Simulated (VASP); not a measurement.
# Sn (Fd-3m) in VASP: vibrations by perturbation theory with PBE

Aim: the vibrations by perturbation theory of Sn with PBE.

All numbers are computed with VASP 6.6.1; they aren't measurements. Logs are shortened: lines on timing, memory, paths and dates and some standing lists are left out, and cuts for length are marked.

### 1 The cell of the first run

Symmetry: Fd-3m, No. 227, cubic system. The conventional cell has a = 6.655 Å, b = 6.655 Å, c = 6.655 Å, α = 90.00°, β = 90.00°, γ = 90.00°. Sn (site symmetry -43m) has 4 Sn at 2.88 Å within 3.8 Å.

### 2 Vibrations by perturbation theory, PBE

Input file INCAR:

```
PREC = Accurate
ENCUT = 500
EDIFF = 1E-8
ISMEAR = -1
SIGMA = 0.1
LREAL = False
LASPH = True
NELM = 120
ALGO = Normal
ISIF = 2
LWAVE = False
LCHARG = False
GGA = PE
IBRION = 8
NSW = 1
GGA_COMPAT = False
```

Input file KPOINTS:

```
regular mesh
0
Gamma
  4 4 4
```

Input file POSCAR:

```
Sn
1.0
    0.0000000000      3.3274800000      3.3274800000
    3.3274800000      0.0000000000      3.3274800000
    3.3274800000      3.3274800000      0.0000000000
Sn
2
Direct
    0.0000000000      0.0000000000      0.0000000000
    0.2500000000      0.2500000000      0.2500000000
```

Potentials or basis: VASP PAW PBE potentials, release 64 (Sn_d).

On the command line:

```bash
cat potpaw_PBE.64/Sn_d/POTCAR > POTCAR
mpirun -np 1 vasp_std > vasp.out
```

OUTCAR:

```text
PREC = Accurate
   ENCUT = 500
   EDIFF = 1E-8
   ISMEAR = -1
   LREAL = False
   LASPH = True
   NELM = 120
   ISIF = 2
   GGA = PE
   IBRION = 8
   NSW = 1

 ion  position               nearest neighbor table
   1  0.000  0.000  0.000-   2 2.88   2 2.88   2 2.88   2 2.88
   2  0.250  0.250  0.250-   1 2.88   1 2.88   1 2.88   1 2.88

  LATTYP: Found a face centered cubic cell.
 ALAT       =     6.6549600000

  Lattice vectors:

 A1 = (   0.0000000000,   3.3274800000,   3.3274800000)
 A2 = (   3.3274800000,   0.0000000000,   3.3274800000)
 A3 = (   3.3274800000,   3.3274800000,   0.0000000000)

Analysis of symmetry for initial positions (statically):
=====================================================================
 Subroutine PRICEL returns:
 Original cell was already a primitive cell.

 Routine SETGRP: Setting up the symmetry group for a
 face centered cubic supercell.

 Subroutine GETGRP returns: Found 48 space group operations
 (whereof 24 operations were pure point group operations)
 out of a pool of 48 trial point group operations.

The static configuration has the point symmetry T_d .
 The point group associated with its full space group is O_h .

Analysis of symmetry for dynamics (positions and initial velocities):
=====================================================================
 Subroutine PRICEL returns:
 Original cell was already a primitive cell.

 Routine SETGRP: Setting up the symmetry group for a
 face centered cubic supercell.

 Subroutine GETGRP returns: Found 48 space group operations
 (whereof 24 operations were pure point group operations)
 out of a pool of 48 trial point group operations.

The dynamic configuration has the point symmetry T_d .
 The point group associated with its full space group is O_h .

 Subroutine INISYM returns: Found 48 space group operations
 (whereof 24 operations are pure point group operations),
 and found     1 'primitive' translations

----------------------------------------------------------------------------------------

                                     Primitive cell

  volume of cell :      73.6845

  direct lattice vectors                    reciprocal lattice vectors
     0.000000000  3.327480000  3.327480000    -0.150263863  0.150263863  0.150263863
     3.327480000  0.000000000  3.327480000     0.150263863 -0.150263863  0.150263863
     3.327480000  3.327480000  0.000000000     0.150263863  0.150263863 -0.150263863

  length of vectors
     4.705767345  4.705767345  4.705767345     0.260264646  0.260264646  0.260264646

  position of ions in fractional coordinates (direct lattice)
     0.000000000  0.000000000  0.000000000
     0.250000000  0.250000000  0.250000000

  ion indices of the primitive-cell ions
   primitive index   ion index
                 1           1
                 2           2

----------------------------------------------------------------------------------------

 KPOINTS: regular mesh

Automatic generation of k-mesh.
 Grid dimensions read from file:
 generate k-points for:    4    4    4

 Generating k-lattice:

  Cartesian coordinates                     Fractional coordinates (reciprocal lattice)
    -0.037565966  0.037565966  0.037565966     0.250000000  0.000000000  0.000000000
     0.037565966 -0.037565966  0.037565966     0.000000000  0.250000000  0.000000000
     0.037565966  0.037565966 -0.037565966     0.000000000  0.000000000  0.250000000

  Length of vectors
     0.065066161  0.065066161  0.065066161

  Shift w.r.t. Gamma in fractional coordinates (k-lattice)
[... 51 lines left out ...]
   EFERMI_NEDOS =   21; number of points for ismear=-14 and -15
   IALGO  =     38    algorithm
   IMIX   =      4    mixing-type and parameters
     AMIX     =   0.40;   BMIX     =  1.00
     AMIX_MAG =   1.60;   BMIX_MAG =  1.00
  volume/ion in A,a.u.               =      36.84       248.62
  Fermi-wavevector in a.u.,A,eV,Ry     =   1.185774  2.240789 19.130619  1.406061
  Thomas-Fermi vector in A             =   2.321961
   LORBIT       =      0    0 simple, 1 ext, 2 COOP (PROOUT), +10 PAW based schemes
   GGA     = PE    functional components
   LHFCALC =     F    Hartree Fock is set to
   AEXX    =    0.0000 exact exchange contribution
   IVDW    =     0    specifies the selected vdW correction
   LEPSILON=     F    determine dielectric tensor
   LRPA    =     F    only Hartree local field effects (RPA)
 non-spin polarized calculation
  energy-cutoff  :      500.00
  volume of cell :       73.68
 maximum number of plane-waves:      1893
 NGX is ok and might be reduce to    36
   NGX = 17   NGY = 17   NGZ = 17

--------------------------------------- Ionic step        1  -------------------------------------------

 number of electron      28.0000007 magnetization

 Free energy of the ion-electron system (eV)
  ---------------------------------------------------
  ext. energy  EPLUGINS =         0.00000000
  ---------------------------------------------------
  free energy    TOTEN  =        -7.52736981 eV

  energy without entropy =       -7.50968784  energy(sigma->0) =       -7.51852882

 E-fermi :   4.7371     XC(G=0):  -8.5236

 val. band max:        4.3089154427   @ k =   0.2500   0.0000   0.0000
 cond. band min:       4.7570504249   @ k =   0.5000   0.0000   0.0000
 fundamental gap:      0.4481349822
 Fermi energy:         4.7370592486

 k-point     1 :       0.0000    0.0000    0.0000
  band No.  band energies     occupation
      1     -16.6326      2.00000
      2     -16.6326      2.00000
      3     -16.6326      2.00000
      4     -16.5834      2.00000
      5     -16.5834      2.00000
      6     -16.3305      2.00000
[... 145 lines left out ...]
      5     -16.4611      2.00000
      6     -16.4611      2.00000
[... 10 lines left out ...]
     17       8.9099      0.00000
     18       8.9099      0.00000

------------------------ aborting loop because EDIFF is reached ----------------------------------------

  FORCE on cell =-STRESS in cart. coord.  units (eV):
  Direction    XX          YY          ZZ          XY          YZ          ZX
  --------------------------------------------------------------------------------------
  -------------------------------------------------------------------------------------
  Total        0.2343574      0.2343574      0.2343574     -0.0000000      0.0000000     -0.0000000
  in kB        5.0958065      5.0958065      5.0958065     -0.0000000      0.0000000     -0.0000000
  external PRESSURE =       5.0958065 kB  Pullay stress =       0.0000000 kB

 VOLUME and BASIS-vectors are now :
 -----------------------------------------------------------------------------
  energy-cutoff  :      500.00
  volume of cell :       73.68
      direct lattice vectors                 reciprocal lattice vectors
     0.000000000  3.327480000  3.327480000    -0.150263863  0.150263863  0.150263863
     3.327480000  0.000000000  3.327480000     0.150263863 -0.150263863  0.150263863
     3.327480000  3.327480000  0.000000000     0.150263863  0.150263863 -0.150263863

 POSITION                                       TOTAL-FORCE (eV/Angst)
 -----------------------------------------------------------------------------------
      0.00000      0.00000      0.00000        -0.000000     -0.000000     -0.000000
      1.66374      1.66374      1.66374         0.000000      0.000000      0.000000
 -----------------------------------------------------------------------------------
    total drift:                                0.000000      0.000000      0.000000

  FREE ENERGIE OF THE ION-ELECTRON SYSTEM (eV)
  ---------------------------------------------------
  free  energy   TOTEN  =        -7.5273698134 eV

  energy  without entropy=       -7.5096878356  energy(sigma->0) =       -7.51852882

[... ionic steps 2 to 3 ...]

--------------------------------------- Ionic step        4  -------------------------------------------

 Free energy of the ion-electron system (eV)
  ---------------------------------------------------
  ---------------------------------------------------
  free energy    TOTEN  =        -0.22062350 eV

  energy without entropy =       -0.22062350

------------------------ aborting loop because EDIFF is reached ----------------------------------------

 INTERNAL STRAIN TENSOR  FOR ION    1  DIRECTION 1   (eV/Angst):
 -----------------------------------------------------------------------------
    -0.02296 -0.00000  0.00000
     0.00000  0.01279  7.70044
     0.00000  7.70044  0.01279

 INTERNAL STRAIN TENSOR FOR ION    2 for displacements in x,y,z  (eV/Angst):
          X           Y           Z          XY          YZ          ZX
  --------------------------------------------------------------------------------
  x    -0.00000     0.00000     0.00000    -0.00000    -7.70044     0.00000
  y     0.00000     0.00000     0.00000    -0.00000    -0.00000    -7.70044
  z     0.00000     0.00000    -0.00000    -7.70044     0.00000    -0.00000

 SECOND DERIVATIVES (NOT SYMMETRIZED)
 ------------------------------------
               1X          1Y          1Z          2X          2Y          2Z
  1X    -6.398272    0.000000    0.000000    6.398272    0.000000    0.000000
  1Y     0.000000   -6.398272    0.000000    0.000000    6.398272    0.000000
  1Z     0.000000    0.000000   -6.398272    0.000000    0.000000    6.398272
  2X     6.398272    0.000000    0.000000   -6.398272    0.000000    0.000000
  2Y     0.000000    6.398272    0.000000    0.000000   -6.398272    0.000000
  2Z     0.000000    0.000000    6.398272    0.000000    0.000000   -6.398272

 Eigenvectors and eigenvalues of the dynamical matrix
 ----------------------------------------------------

   1 f  =    5.132789 THz    32.250265 2PiTHz  171.211416 cm-1    21.227501 meV
             X         Y         Z           dx          dy          dz
      0.000000  0.000000  0.000000     0.000000   -0.707107    0.000000
      1.663740  1.663740  1.663740     0.000000    0.707107    0.000000
[... 21 lines left out ...]
   6 f  =    0.000000 THz     0.000000 2PiTHz    0.000000 cm-1     0.000000 meV
             X         Y         Z           dx          dy          dz
      0.000000  0.000000  0.000000     0.000000    0.000000    0.707107
      1.663740  1.663740  1.663740     0.000000    0.000000    0.707107

--------------------------------------------------------------------------------------------------------

 ELASTIC MODULI CONTR FROM IONIC RELAXATION (kBar)
 Direction    XX          YY          ZZ          XY          YZ          ZX
 --------------------------------------------------------------------------------
 XX          -0.0000     -0.0000      0.0000      0.0000     -0.0000      0.0000
 YY          -0.0000     -0.0000     -0.0000      0.0000      0.0000      0.0000
 ZZ           0.0000     -0.0000     -0.0000     -0.0000      0.0000      0.0000
 XY           0.0000      0.0000     -0.0000   -201.5130      0.0000      0.0000
 YZ          -0.0000      0.0000      0.0000      0.0000   -201.5130      0.0000
 ZX           0.0000      0.0000      0.0000      0.0000      0.0000   -201.5130
 --------------------------------------------------------------------------------
```

It took 64 s on 1 thread of Intel Xeon 6975P-C, shared host; peak memory 0.24 GiB.

Results:

| Item | Value |
| --- | --- |
| Highest phonon frequency at Γ | 171 cm⁻¹ |

Phonon frequencies in cm⁻¹ (negative: imaginary):
```tsv
q point	frequencies
(0.000, 0.000, 0.000)	0 0 0 171 171 171
```

Caveat: the k points lie up to 0.41 Å⁻¹ apart; spin-orbit coupling is left out, which moves the levels of the heavy elements.
